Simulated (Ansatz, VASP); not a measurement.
**One calculation of Sc2B3, two programs**

INCAR

```
  ALGO = Normal
  EDIFF = 1E-6
  EDIFFG = -0.04
  ENCUT = 600
  GGA = PE
  IBRION = 2
  ISIF = 3
  ISMEAR = 0
  LASPH = T
  LCHARG = F
  LREAL = F
  LWAVE = F
  NELM = 100
  NSW = 90
  PREC = Accurate
  SIGMA = 0.1
```

File KPOINTS:

```
k-points
0
Gamma
  6 6 4
```

The input POSCAR:

```
Sc2B3
1.0
    3.8462953000      0.0000000000      0.0000000000
   -1.9231476500      3.3309894400      0.0000000000
    0.0000000000      0.0000000000      4.3841286000
Sc B
2 3
Direct
    0.3333333300      0.6666666700      0.1487108700
    0.0000000000      0.0000000000      0.4653478600
    0.8490937800      0.1509062200      0.9569516200
    0.8490937800      0.6981875600      0.9569516200
    0.3018124400      0.1509062200      0.9569516200
```

Input for Ansatz:

```yaml
crystal:
  lattice:
    - [3.8462953, 0.0, 0.0]
    - [-1.92314765, 3.33098944, 0.0]
    - [0.0, 0.0, 4.3841286]
  atoms:
    - { symbol: Sc, position: [0.33333333, 0.66666667, 0.14871087] }
    - { symbol: Sc, position: [0.0, 0.0, 0.46534786] }
    - { symbol: B, position: [0.84909378, 0.15090622, 0.95695162] }
    - { symbol: B, position: [0.84909378, 0.69818756, 0.95695162] }
    - { symbol: B, position: [0.30181244, 0.15090622, 0.95695162] }
basis:
  ecutwfc: 420
kpoints:
  mp_grid: { grid: [6, 6, 4] }
hamiltonian:
  xc: pbe
scf:
  occupations: { method: gaussian, width: 0.1 }
  lower_state_search: "off"
output:
  forces: true
  stress: true
  eigenvalues: true
relax:
  adjacent_minimum: "off"
  f_tol: 0.04
  max_steps: 70
  cell: { stress_tol: 0.4 }
```

Alike in both runs: task relaxation of cell and atoms; functional PBE; k mesh 6 × 6 × 4; occupations gaussian, width 0.1 eV; no spin polarisation.

```csv
,VASP,Ansatz
version,VASP 6.6.1,Ansatz 0.2.0
potentials or method,"VASP PAW PBE potentials, release 64 (Sc_sv, B), cutoff 600 eV","scalar-relativistic, plane waves, PAW"
valence electrons in the cell,31,31
```

|  | VASP | Ansatz | Ansatz less VASP |
| --- | --- | --- | --- |
| gap on the k mesh at the Fermi level, each at its own relaxed structure (eV) | none | none | - |
| relaxed volume (Å³/atom) | 13.87 | 13.92 | +0.051 |
| relaxed cell length with the largest relative difference (Å) | 6.838 | 6.866 | +0.0276 |

A gap of «none» marks a metal or a gap that the smearing closes.

Noted on VASP's run: the volume moved by over 15 % at a fixed basis, so the end points are rough.
